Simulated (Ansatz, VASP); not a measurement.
**One calculation of Nb2Te6Mo, two programs**

```
Nb Te Mo
1.0
     3.61850    0.00000    0.00000
    -1.80925    3.13371    0.00000
     0.00000    0.00000   22.82169
Nb Te Mo
2 6 1
Direct
  0.00000 0.00000 0.83230
  0.00000 0.00000 0.16770
  0.66667 0.33333 0.08543
  0.66667 0.33333 0.42062
  0.66667 0.33333 0.75015
  0.33333 0.66667 0.91457
  0.33333 0.66667 0.24985
  0.33333 0.66667 0.57938
  0.00000 0.00000 0.50000
```

Alike in both runs: task single point; functional PBE; k mesh 6 × 6 × 1; occupations gaussian, width 0.1 eV; collinear spin.

|  | VASP | Ansatz |
| --- | --- | --- |
| version | VASP 6.6.1 | Ansatz 0.2.0 |
| potentials or method | VASP PAW PBE potentials, release 64 (Nb_sv, Te, Mo_sv), cutoff 520 eV | scalar-relativistic, plane waves, PAW |
| valence electrons in the cell | 76 | 136 |

Ansatz gave:

| Property | Result |
| --- | --- |
| gap on the k mesh at the Fermi level (eV) | none |
| pressure (GPa) | 0.0 |
| traceless stress, the component that is largest in VASP (GPa) | 0.03 |
| rms of the force components (eV/Å) | 0.002 |
| net moment per atom (μB) | 0.00 |

Task: What did VASP give for the same quantities?

Result: gap on the k mesh at the Fermi level (eV): none; pressure (GPa): -0.1; traceless stress, the component that is largest in VASP (GPa): 0.05; rms of the force components (eV/Å): 0.005; net moment per atom (μB): 0.00.

Atom by atom the forces differ by 0.004 eV/Å (rms over components). A gap of «none» marks a metal or a gap that the smearing closes. With one functional, cell and mesh, what is left measures potentials, basis and numerics. VASP's potentials hold 76 valence electrons a cell and Ansatz's 136, so a difference there can come from the potentials and not from the codes. Ansatz's warnings: seeded moment not kept.

Spin-orbit coupling is off throughout.
